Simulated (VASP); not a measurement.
Ca: single point with PBE

Ca:

```
Ca
1.0
     0.00000    2.79420    2.79420
     2.82214    0.00000    2.79420
     2.82214    2.79420    0.00000
Ca
1
Direct
  0.00000 0.00000 0.00000
```

This cell differs from its parent crystal: strain +0.0100 x Voigt [1, 0, 0, 0, 0, 0].

```json
{
  "Program": "VASP 6.6.1",
  "Task": "single point",
  "Functional": "PBE",
  "Potentials or basis": "VASP PAW PBE potentials, release 64 (Ca_sv)",
  "Cutoff": "520 eV",
  "k mesh": "14 × 14 × 14",
  "Occupations": "gaussian, width 0.15 eV",
  "Spin": "no spin polarisation",
  "Dipole correction": "no",
  "Further INCAR settings": "ALGO = Normal; EDIFF = 1e-06; NBANDS = 11"
}
```

```json
{
 "Pressure": "-0.7 GPa",
 "Band gap on the k mesh": "zero (band 5 reaches 1.97 eV, above the bottom of band 6 at 1.60 eV)"
}
```

Stress tensor (GPa, compression positive):
```
-0.76  0.00  0.00
 0.00 -0.68  0.00
 0.00  0.00 -0.68
```

Levels at points of the mesh, in eV from the Fermi level:
```tsv
k point	band 3	band 4	band 5	band 6	band 7	band 8
(0.00, 0.00, 0.00)	-23.04	-23.04	-3.95	2.25	2.29	2.29
(0.50, 0.00, 0.00)	-23.06	-23.05	-0.97	-0.19	2.15	2.20
(0.50, 0.50, 0.00)	-23.08	-23.08	-0.40	0.59	0.92	3.94
(0.00, 0.50, 0.50)	-23.08	-23.08	-0.43	0.61	0.83	3.94
```

Wall time 68 s on 1 thread of AMD EPYC 9R45 (Zen 5) (shared host), peak memory 0.22 GiB.

Caveat: the cell differs from its parent crystal (strain +0.0100 x Voigt [1, 0, 0, 0, 0, 0]).
